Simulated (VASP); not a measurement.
Write the native input for VASP 6.6.1 that does the following.

```
Task                   : single point
Functional             : r2SCAN
Potentials or basis    : VASP PAW PBE potentials, release 64 (Hf_pv, N)
Cutoff                 : 520 eV
k mesh                 : 22 × 22 × 22
Occupations            : gaussian, width 0.15 eV
Spin                   : no spin polarisation
Dipole correction      : no
Further INCAR settings : ALGO = Normal; EDIFF = 1e-07; NBANDS = 14
```

The system is HfN.

```
CELL_PARAMETERS angstrom
0.00000 2.44581 2.44581
2.72096 0.00000 2.44581
2.72096 2.44581 0.00000
ATOMIC_POSITIONS crystal
Hf 0.00000 0.00000 0.00000
N 0.75000 0.75000 0.75000
```

This cell differs from its parent crystal: strain +0.1125 x Voigt [1, 0, 0, 0, 0, 0].

The input as run:

POSCAR

```
HfN
1.0
    0.0000000000      2.4458088211      2.4458088211
    2.7209623135      0.0000000000      2.4458088211
    2.7209623135      2.4458088211      0.0000000000
Hf N
1 1
Direct
    0.0000000000      0.0000000000      0.0000000000
    0.7500000000      0.7500000000      0.7500000000
```

INCAR.step1

```
SYSTEM = HfN
ALGO = Normal
EDIFF = 1E-4
ENCUT = 520
GGA = PE
ISMEAR = 0
LASPH = .TRUE.
LCHARG = .FALSE.
LREAL = .FALSE.
LWAVE = .TRUE.
NBANDS = 14
NELM = 80
PREC = Accurate
SIGMA = 0.15
```

INCAR.step2

```
SYSTEM = HfN
ALGO = Normal
EDIFF = 1E-7
ENCUT = 520
ISIF = 2
ISMEAR = 0
ISTART = 1
LASPH = .TRUE.
LCHARG = .FALSE.
LMIXTAU = .TRUE.
LREAL = .FALSE.
LWAVE = .FALSE.
METAGGA = R2SCAN
NBANDS = 14
NELM = 80
PREC = Accurate
SIGMA = 0.15
```

KPOINTS

```
k-points
0
G
  22 22 22
  0 0 0
```

Potentials or basis: VASP PAW PBE potentials, release 64 (Hf_pv, N).

The run is started by

```bash
$ cat potpaw_PBE.64/Hf_pv/POTCAR potpaw_PBE.64/N/POTCAR > POTCAR
$ cp INCAR.step1 INCAR
$ mpirun -np 1 vasp_std > vasp.out
$ cp INCAR.step2 INCAR
$ mpirun -np 1 vasp_std > vasp.out
```

Results of the run:

The pressure is -19.1 GPa. The band gap on the k mesh is zero (an odd number of electrons rules out a gap without spin polarisation).

Caveat: the cell differs from its parent crystal (strain +0.1125 x Voigt [1, 0, 0, 0, 0, 0]); the stress differs along the axes, from -32 to -13 GPa; the PAW data sets were made with another functional, which shifts forces and pressure a little; spin-orbit coupling is left out, which moves the levels of the heavy elements; an odd number of electrons without spin polarisation forces a metal; a magnetic or distorted state may lie lower.

Run time: 25 min on 1 thread of Intel(R) Xeon(R) Platinum 8259CL CPU @ 2.50GHz (Skylake/Cascade Lake), with other jobs on the host, peak memory 0.5 GiB.
